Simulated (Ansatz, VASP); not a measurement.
## One calculation of Al2InN3, two programs

The input INCAR:

```
ALGO = Normal ; EDIFF = 1E-6
ENCUT = 520 ; GGA = PE
ISIF = 2 ; ISMEAR = 0
LASPH = T ; LCHARG = T
LELF = T ; LREAL = F
LVHAR = T ; LWAVE = F
NBANDS = 46 ; NELM = 80
PREC = Accurate ; SIGMA = 0.05
```

Contents of KPOINTS:

```
k-points
0
Gamma
  6 6 6
```

Contents of POSCAR:

```
Al2InN3
1.0
    4.9812106016     -2.8647239754      0.0000000000
    4.9812106016      2.8647239754      0.0000000000
    0.0000000000      0.0000000000      5.3180867918
Al In N
4 2 6
Direct
    0.0084427086      0.3348641725      0.9917411822
    0.6651358275      0.9915572914      0.9917411822
    0.9915572914      0.6651358275      0.4917411822
    0.3348641725      0.0084427086      0.4917411822
    0.3220722962      0.6779277038      0.9869930315
    0.6779277038      0.3220722962      0.4869930315
    0.0367610679      0.3336262977      0.3556963910
    0.6663737023      0.9632389321      0.3556963910
    0.9632389321      0.6663737023      0.8556963910
    0.3336262977      0.0367610679      0.8556963910
    0.2982358752      0.7017641248      0.4061317922
    0.7017641248      0.2982358752      0.9061317922
```

Input for Ansatz:

```yaml
crystal:
  lattice:
    - [4.9812106016, -2.8647239754, 0.0]
    - [4.9812106016, 2.8647239754, 0.0]
    - [0.0, 0.0, 5.3180867918]
  atoms:
    - { symbol: Al, position: [0.0084427086, 0.3348641725, 0.9917411822] }
    - { symbol: Al, position: [0.6651358275, 0.9915572914, 0.9917411822] }
    - { symbol: Al, position: [0.9915572914, 0.6651358275, 0.4917411822] }
    - { symbol: Al, position: [0.3348641725, 0.0084427086, 0.4917411822] }
    - { symbol: In, position: [0.3220722962, 0.6779277038, 0.9869930315] }
    - { symbol: In, position: [0.6779277038, 0.3220722962, 0.4869930315] }
    - { symbol: "N", position: [0.0367610679, 0.3336262977, 0.355696391] }
    - { symbol: "N", position: [0.6663737023, 0.9632389321, 0.355696391] }
    - { symbol: "N", position: [0.9632389321, 0.6663737023, 0.855696391] }
    - { symbol: "N", position: [0.3336262977, 0.0367610679, 0.855696391] }
    - { symbol: "N", position: [0.2982358752, 0.7017641248, 0.4061317922] }
    - { symbol: "N", position: [0.7017641248, 0.2982358752, 0.9061317922] }
basis:
  ecutwfc: 520.0
kpoints:
  mp_grid: { grid: [6, 6, 6] }
hamiltonian:
  xc: pbe
  pseudopotentials: { kind: paw, azcp: { folder: soft_1 } }
scf:
  occupations: { method: gaussian, width: 0.05 }
output:
  forces: true
  stress: true
  eigenvalues: true
```

Change from the starting cell: volume 12.648 Å^3 an atom, stretch along b over the lengths across it, relative to the relaxed cell 1.0000.

Alike in both runs: task single point; functional PBE; k mesh 6 × 6 × 6; occupations gaussian, width 0.05 eV; no spin polarisation.

|  | VASP | Ansatz |
| --- | --- | --- |
| version | VASP 6.6.1 | Ansatz 0.2.0 |
| potentials or method | VASP PAW PBE potentials, release 64 (Al, In_d, N), cutoff 520 eV | scalar-relativistic, plane waves, PAW |
| valence electrons in the cell | 68 | 68 |

|  | VASP | Ansatz | Ansatz less VASP |
| --- | --- | --- | --- |
| gap on the k mesh at the Fermi level (eV) | 1.94 | 1.94 | 0.000 |
| least direct gap on the mesh (eV) | 1.94 | 1.94 | 0.000 |
| pressure (GPa) | -6.2 | -6.1 | +0.06 |
| traceless stress, the component that is largest in VASP (GPa) | 0.13 | 0.13 | -0.003 |
| rms of the force components (eV/Å) | 0.010 | 0.010 | -0.0003 |

Atom by atom the forces differ by 0.009 eV/Å (rms over components). With one functional, cell and mesh, what is left measures potentials, basis and numerics.
